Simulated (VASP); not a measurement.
Input of a VASP 6.6.1 run:

File INCAR:

```
PREC = Accurate
ENCUT = 520
EDIFF = 1E-7
ISMEAR = 0
SIGMA = 0.05
LREAL = F
LASPH = T
NELM = 60
ALGO = Normal
ISIF = 2
LWAVE = F
LCHARG = F
GGA = PE
NBANDS = 56
```

Contents of KPOINTS:

```
regular mesh
0
Gamma
  6 6 2
```

Contents of POSCAR:

```
HfO2
1.0
   -3.6043047991      0.0000000000      0.0000000000
    0.0000000000     -3.6043047991      0.0000000000
   -0.3604304799      0.0000000000     10.5279346079
Hf O
4 8
Direct
    0.4798300000      0.5000000000      0.2017000000
    0.4298300000      0.5000000000      0.7017000000
    0.9548300000      1.0000000000      0.4517000000
    0.9048300000      1.0000000000      0.9517000000
   -0.0298326047      0.5000000000      0.2983260466
   -0.0798326047      0.5000000000      0.7983260466
    0.4644926047      0.0000000000      0.3550739534
    0.4144926047      0.0000000000      0.8550739534
    0.4894926047      0.0000000000      0.1050739534
    0.4394926047      0.0000000000      0.6050739534
   -0.0048326047      0.5000000000      0.0483260466
   -0.0548326047      0.5000000000      0.5483260466
```

Potentials or basis: VASP PAW PBE potentials, release 64 (Hf_pv, O).

Run with:

```console
$ cat potpaw_PBE.64/Hf_pv/POTCAR potpaw_PBE.64/O/POTCAR > POTCAR
$ mpirun -np 1 vasp_std > vasp.out
```

Question: Estimate the pressure.

Answer: -2.9 GPa.

Question: Estimate the band gap on the k mesh.

Answer: 4.60 eV (least direct gap 4.63 eV).

Forces in eV/Å, atoms in the order of the input:
```
Hf   0.066  0.000  0.062
Hf   0.008  0.000  0.085
Hf   0.000  0.000  0.033
Hf  -0.108  0.000 -0.332
O    0.016  0.000 -0.027
O    0.134  0.000  0.060
O    0.016  0.000 -0.008
O   -0.514  0.000  0.033
O   -0.202  0.000  0.416
O   -0.001  0.000  0.020
O    0.585  0.000 -0.287
O    0.000  0.000 -0.057
```

Caveat: the cell differs from its parent crystal (the part above a cut slid along it); spin-orbit coupling is left out, which moves the levels of the heavy elements. A k mesh can miss the band edges.
